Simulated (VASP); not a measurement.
# TiO2 (I4_1/amd) in VASP: single point with LDA

Aim: the single point of TiO2 with LDA.

Program: VASP 6.6.1. These are calculated values, not measurements. Logs are shortened: lines on timing, memory, paths and dates and some standing lists are left out, and cuts for length are marked.

## Step 1: The cell of the first run

It takes space group I4_1/amd (No. 141, tetragonal). The conventional cell has a = 3.739 Å, b = 3.739 Å, c = 9.455 Å, α = 90.00°, β = 90.00°, γ = 90.00°. Ti (site symmetry -4m2) has 6 O at 1.91 to 1.97 Å within 2.5 Å. Within 2.5 Å of O (site symmetry 2mm) lie 3 Ti at 1.91 to 1.97 Å and 2 O at 2.44 Å.

## Step 2: Single point, LDA

INCAR

```
  ALGO = Normal
  EDIFF = 1E-6
  ENCUT = 1340
  GGA = CA
  GGA_COMPAT = F
  ISIF = 2
  ISMEAR = 0
  LASPH = T
  LCHARG = F
  LREAL = F
  LWAVE = F
  NBANDS = 33
  NELM = 120
  PREC = Accurate
  SIGMA = 0.05
```

KPOINTS

```
k-points
0
Gamma
  8 8 8
```

POSCAR

```
TiO2
1.0
   -1.8696817797      1.8696817797      4.7276519014
    1.8696817797     -1.8696817797      4.7276519014
    1.8696817797      1.8696817797     -4.7276519014
Ti O
2 4
Direct
    0.0000000000      0.0000000000      0.0000000000
    0.7500000000      0.2500000000      0.5000000000
    0.2079824834      0.2079824834      0.0000000000
    0.9579824834      0.4579824834      0.5000000000
    0.5420175166      0.0420175166      0.5000000000
    0.7920175166      0.7920175166      0.0000000000
```

Potentials or basis: VASP PAW LDA potentials, release 64 (Ti_sv, O_h).

Launch:

```
$ cat potpaw_LDA.64/Ti_sv/POTCAR potpaw_LDA.64/O_h/POTCAR > POTCAR
$ mpirun -np 1 vasp_std > vasp.out
```

OUTCAR:

```text
EDIFF = 1E-6
   ENCUT = 1340
   GGA = CA
   ISIF = 2
   ISMEAR = 0
   LASPH = T
   LREAL = F
   NELM = 120
   PREC = Accurate

 ion  position               nearest neighbor table
   1  0.000  0.000  0.000-   5 1.91   4 1.91   5 1.91   4 1.91   3 1.97   6 1.97
   2  0.750  0.250  0.500-   6 1.91   3 1.91   6 1.91   3 1.91   4 1.97   5 1.97
   3  0.208  0.208  0.000-   2 1.91   2 1.91   1 1.97
   4  0.958  0.458  0.500-   1 1.91   1 1.91   2 1.97
   5  0.542  0.042  0.500-   1 1.91   1 1.91   2 1.97
   6  0.792  0.792  0.000-   2 1.91   2 1.91   1 1.97

  LATTYP: Found a body centered tetragonal cell.
 ALAT       =     3.7393635594
 C/A-ratio  =     2.5285863898

  Lattice vectors:

 A1 = (  -1.8696817797,   1.8696817797,   4.7276519014)
 A2 = (   1.8696817797,  -1.8696817797,   4.7276519014)
 A3 = (   1.8696817797,   1.8696817797,  -4.7276519014)

Analysis of symmetry for initial positions (statically):
=====================================================================
 Subroutine PRICEL returns:
 Original cell was already a primitive cell.

 Routine SETGRP: Setting up the symmetry group for a
 body centered tetragonal supercell.

 Subroutine GETGRP returns: Found 16 space group operations
 (whereof  8 operations were pure point group operations)
 out of a pool of 16 trial point group operations.

The static configuration has the point symmetry D_2d.
 The point group associated with its full space group is D_4h.

Analysis of symmetry for dynamics (positions and initial velocities):
=====================================================================
 Subroutine PRICEL returns:
 Original cell was already a primitive cell.

 Routine SETGRP: Setting up the symmetry group for a
 body centered tetragonal supercell.

 Subroutine GETGRP returns: Found 16 space group operations
 (whereof  8 operations were pure point group operations)
 out of a pool of 16 trial point group operations.

The dynamic configuration has the point symmetry D_2d.
 The point group associated with its full space group is D_4h.

 Subroutine INISYM returns: Found 16 space group operations
 (whereof  8 operations are pure point group operations),
 and found     1 'primitive' translations

----------------------------------------------------------------------------------------

                                     Primitive cell

  volume of cell :      66.1060

  direct lattice vectors                    reciprocal lattice vectors
    -1.869681780  1.869681780  4.727651901     0.000000000  0.267425187  0.105760748
     1.869681780 -1.869681780  4.727651901     0.267425187  0.000000000  0.105760748
     1.869681780  1.869681780 -4.727651901     0.267425187  0.267425187  0.000000000

  length of vectors
     5.416836015  5.416836015  5.416836015     0.287578801  0.287578801  0.378196327

  position of ions in fractional coordinates (direct lattice)
     0.000000000  0.000000000  0.000000000
     0.750000000  0.250000000  0.500000000
     0.207982483  0.207982483  0.000000000
     0.957982483  0.457982483  0.500000000
     0.542017517  0.042017517  0.500000000
     0.792017517  0.792017517  0.000000000

  ion indices of the primitive-cell ions
   primitive index   ion index
                 1           1
                 2           2
                 3           3
                 4           4
                 5           5
                 6           6

----------------------------------------------------------------------------------------

 KPOINTS: k-points

Automatic generation of k-mesh.
 Grid dimensions read from file:
 generate k-points for:    8    8    8

 Generating k-lattice:

  Cartesian coordinates                     Fractional coordinates (reciprocal lattice)
     0.000000000  0.033428148  0.013220093     0.125000000  0.000000000  0.000000000
     0.033428148  0.000000000  0.013220093     0.000000000  0.125000000  0.000000000
     0.033428148  0.033428148  0.000000000     0.000000000  0.000000000  0.125000000

  Length of vectors
     0.035947350  0.035947350  0.047274541

  Shift w.r.t. Gamma in fractional coordinates (k-lattice)
     0.000000000  0.000000000  0.000000000

 Subroutine IBZKPT returns following result:
 ===========================================

 Found     59 irreducible k-points:

 Following reciprocal coordinates:
            Coordinates               Weight
  0.000000  0.000000  0.000000      1.000000
  0.125000  0.000000 -0.000000      8.000000
  0.250000  0.000000 -0.000000      8.000000
  0.375000  0.000000 -0.000000      8.000000
  0.500000  0.000000 -0.000000      4.000000
  0.125000  0.125000 -0.000000      8.000000
[... 16 lines left out ...]
  0.250000  0.125000  0.125000     16.000000
  0.375000  0.125000  0.125000      8.000000
 [... further k-points ...]
   k-points           NKPTS =     59   k-points in BZ     NKDIM =     59   number of bands    NBANDS=     33
   number of dos      NEDOS =    301   number of ions     NIONS =      6
   total plane-waves  NPLWV = 343000
   dimension x,y,z NGX =    70 NGY =   70 NGZ =   70
   dimension x,y,z NGXF=   140 NGYF=  140 NGZF=  140
   ions per type =               2   4
   NGX,Y,Z   is equivalent  to a cutoff of  21.48, 21.48, 21.48 a.u.
   NGXF,Y,Z  is equivalent  to a cutoff of  42.97, 42.97, 42.97 a.u.
 SYSTEM =  unknown system
   PREC   = accura    normal or accurate (medium, high low for compatibility)
   ISTART =      0    job   : 0-new  1-cont  2-samecut
   ICHARG =      2    charge: 1-file 2-atom 10-const
   ISPIN  =      1    spin polarized calculation?
   LNONCOLLINEAR =      F non collinear calculations
   LSORBIT =      F    spin-orbit coupling
   LASPH  =      T    aspherical Exc in radial PAW
   ENCUT  = 1340.0 eV  98.49 Ry    9.92 a.u.  16.17 16.17 16.17*2*pi/ulx,y,z
   NELM   =    120;   NELMIN=  2; NELMDL= -5     # of ELM steps
   EDIFF  = 0.1E-05   stopping-criterion for ELM
   LREAL  =      F    real-space projection
   EDIFFG = 0.1E-04   stopping-criterion for IOM
   NSW    =      0    number of steps for IOM
   IBRION =     -1    ionic relax: 0-MD 1-quasi-New 2-CG
   NFREE  =      0    steps in history (QN), initial steepest desc. (CG)
   ISIF   =      2    stress and relaxation
   ISYM   =      2    0-nonsym 1-usesym 2-fastsym
   POTIM  = 0.5000    time-step for ionic-motion
   TEBEG  =    0.0;   TEEND  =   0.0 temperature during run
   PSTRESS=    0.0 pullay stress
   NELECT =      48.0000    total number of electrons
   NUPDOWN=      -1.0000    fix difference up-down
   EMIN   =  10.00;   EMAX   =-10.00  energy-range for DOS
   EFERMI =   0.00;   METHOD = LEGACY
   ISMEAR =     0;   SIGMA  =   0.05  broadening in eV -4-tet -1-fermi 0-gaus
   EFERMI_NEDOS =   21; number of points for ismear=-14 and -15
   IALGO  =     38    algorithm
   IMIX   =      4    mixing-type and parameters
     AMIX     =   0.40;   BMIX     =  1.00
     AMIX_MAG =   1.60;   BMIX_MAG =  1.00
  volume/ion in A,a.u.               =      11.02        74.35
  Fermi-wavevector in a.u.,A,eV,Ry     =   1.471437  2.780612 29.458332  2.165126
  Thomas-Fermi vector in A             =   2.586573
   LORBIT       =      0    0 simple, 1 ext, 2 COOP (PROOUT), +10 PAW based schemes
   GGA     = CA    functional components
   LHFCALC =     F    Hartree Fock is set to
   AEXX    =    0.0000 exact exchange contribution
   IVDW    =     0    specifies the selected vdW correction
   LEPSILON=     F    determine dielectric tensor
   LRPA    =     F    only Hartree local field effects (RPA)
 non-spin polarized calculation
 Gauss-broadening in eV      SIGMA  =   0.05
  energy-cutoff  :     1340.00
  volume of cell :       66.11
 maximum number of plane-waves:      7392
 NGX is ok and might be reduce to    70
   NGX = 33   NGY = 33   NGZ = 33

 number of electron      48.0000000 magnetization

 Free energy of the ion-electron system (eV)
  ---------------------------------------------------
  ext. energy  EPLUGINS =         0.00000000
  ---------------------------------------------------
  free energy    TOTEN  =       -58.88161979 eV

  energy without entropy =      -58.88161979  energy(sigma->0) =      -58.88161979

 E-fermi :   4.1580     XC(G=0): -11.5024

 val. band max:        3.8029862193   @ k =  -0.3750   0.3750   0.0000
 cond. band min:       5.9152963329   @ k =   0.0000   0.0000   0.0000
 fundamental gap:      2.1123101136
 Fermi energy:         4.1580143740

 k-point     1 :       0.0000    0.0000    0.0000
  band No.  band energies     occupation
      1     -51.6980      2.00000
      2     -51.6243      2.00000
      3     -28.6237      2.00000
      4     -28.3473      2.00000
      5     -28.3473      2.00000
      6     -28.2644      2.00000
[... 25 lines left out ...]
     32       9.4439      0.00000
     33       9.5120      0.00000

 k-point     2 :       0.1250    0.0000   -0.0000
  band No.  band energies     occupation
      1     -51.6955      2.00000
      2     -51.6260      2.00000
      3     -28.6187      2.00000
      4     -28.3705      2.00000
      5     -28.3490      2.00000
      6     -28.2741      2.00000
[... 25 lines left out ...]
     32       9.6004      0.00000
     33       9.8856      0.00000

 k-point     3 :       0.2500    0.0000   -0.0000
  band No.  band energies     occupation
      1     -51.6889      2.00000
      2     -51.6306      2.00000
      3     -28.6071      2.00000
      4     -28.4242      2.00000
      5     -28.3527      2.00000
      6     -28.2935      2.00000
[... 25 lines left out ...]
     32       9.9811      0.00000
     33      10.3735      0.00000

 k-point     4 :       0.3750    0.0000   -0.0000
  band No.  band energies     occupation
      1     -51.6808      2.00000
      2     -51.6367      2.00000
      3     -28.5958      2.00000
      4     -28.4778      2.00000
      5     -28.3558      2.00000
      6     -28.3050      2.00000
[... 25 lines left out ...]
     32      10.1648      0.00000
     33      10.5953      0.00000

 k-point     5 :       0.5000    0.0000   -0.0000
  band No.  band energies     occupation
      1     -51.6767      2.00000
      2     -51.6400      2.00000
      3     -28.5902      2.00000
      4     -28.5015      2.00000
      5     -28.3570      2.00000
      6     -28.3066      2.00000
[... 604 lines left out ...]
 k-point    22 :       0.1250    0.1250    0.1250
  band No.  band energies     occupation
      1     -51.6824      2.00000
      2     -51.6343      2.00000
      3     -28.6060      2.00000
      4     -28.4575      2.00000
      5     -28.3880      2.00000
      6     -28.3255      2.00000
[... 25 lines left out ...]
     32      10.7434      0.00000
     33      11.0913      0.00000

 k-point    23 :       0.2500    0.1250    0.1250
  band No.  band energies     occupation
      1     -51.6743      2.00000
      2     -51.6403      2.00000
      3     -28.5954      2.00000
      4     -28.5022      2.00000
      5     -28.3976      2.00000
      6     -28.3455      2.00000
[... 25 lines left out ...]
     32      10.7861      0.00000
     33      11.2965      0.00000

 k-point    24 :       0.3750    0.1250    0.1250
  band No.  band energies     occupation
      1     -51.6699      2.00000
      2     -51.6439      2.00000
      3     -28.5896      2.00000
      4     -28.5241      2.00000
      5     -28.3997      2.00000
      6     -28.3526      2.00000
[... 25 lines left out ...]
     32      10.7529      0.00000
     33      11.3666      0.00000

 [... further k-points ...]

------------------------ aborting loop because EDIFF is reached ----------------------------------------

  FORCE on cell =-STRESS in cart. coord.  units (eV):
  Direction    XX          YY          ZZ          XY          YZ          ZX
  --------------------------------------------------------------------------------------
  -------------------------------------------------------------------------------------
  Total        0.4007712      0.4007712      0.3507351      0.0000000      0.0000000      0.0000000
  in kB        9.7132875      9.7132875      8.5005878      0.0000000      0.0000000      0.0000000
  external PRESSURE =       9.3090543 kB  Pullay stress =       0.0000000 kB

 VOLUME and BASIS-vectors are now :
 -----------------------------------------------------------------------------
  energy-cutoff  :     1340.00
  volume of cell :       66.11
      direct lattice vectors                 reciprocal lattice vectors
    -1.869681780  1.869681780  4.727651901     0.000000000  0.267425187  0.105760748
     1.869681780 -1.869681780  4.727651901     0.267425187  0.000000000  0.105760748
     1.869681780  1.869681780 -4.727651901     0.267425187  0.267425187  0.000000000

 POSITION                                       TOTAL-FORCE (eV/Angst)
 -----------------------------------------------------------------------------------
      0.00000      0.00000      0.00000         0.000000      0.000000      0.000000
      0.00000      1.86968      2.36383         0.000000      0.000000      0.000000
      0.00000      0.00000      1.96654         0.000000     -0.000000      0.031610
      0.00000      1.86968      4.33036        -0.000000      0.000000      0.031610
     -0.00000      1.86968      0.39729        -0.000000      0.000000     -0.031610
      0.00000      0.00000      7.48877         0.000000     -0.000000     -0.031610
 -----------------------------------------------------------------------------------
    total drift:                               -0.000000     -0.000000      0.000000

  FREE ENERGIE OF THE ION-ELECTRON SYSTEM (eV)
  ---------------------------------------------------
  free  energy   TOTEN  =       -58.8816197884 eV

  energy  without entropy=      -58.8816197884  energy(sigma->0) =      -58.88161979
```

It took 16 min on 1 thread of Intel Xeon Platinum 8375C at 2.90GHz (Ice Lake), shared host; peak memory 0.74 GiB.

What came out:

```
Free energy            : -58.8816 eV
Pressure               : 0.9 GPa
Largest force          : 0.032 eV/Å
Band gap on the k mesh : 2.11 eV (least direct gap 2.42 eV)
```

Forces in eV/Å, atoms in the order of the input:
```
Ti   0.000  0.000  0.000
Ti   0.000  0.000  0.000
O    0.000  0.000  0.032
O    0.000  0.000  0.032
O    0.000  0.000 -0.032
O    0.000  0.000 -0.032
```

Stress tensor (GPa, compression positive):
```
0.97 0.00 0.00
0.00 0.97 0.00
0.00 0.00 0.85
```

Levels at points of the mesh, in eV from the valence-band top:
| k point | band 21 | band 22 | band 23 | band 24 | band 25 | band 26 | band 27 | band 28 |
| --- | --- | --- | --- | --- | --- | --- | --- | --- |
| (0.00, 0.00, 0.00) | -0.72 | -0.72 | -0.47 | -0.47 | 2.11 | 2.91 | 4.14 | 4.14 |
| (0.50, 0.00, 0.00) | -2.01 | -1.00 | -0.77 | -0.61 | 3.33 | 3.67 | 3.69 | 3.80 |
| (0.50, 0.50, 0.00) | -2.14 | -2.14 | 0.00 | 0.00 | 3.45 | 3.45 | 3.97 | 3.97 |
| (0.50, 0.50, 0.50) | -1.25 | -1.25 | -0.07 | -0.07 | 2.50 | 2.50 | 3.91 | 3.91 |
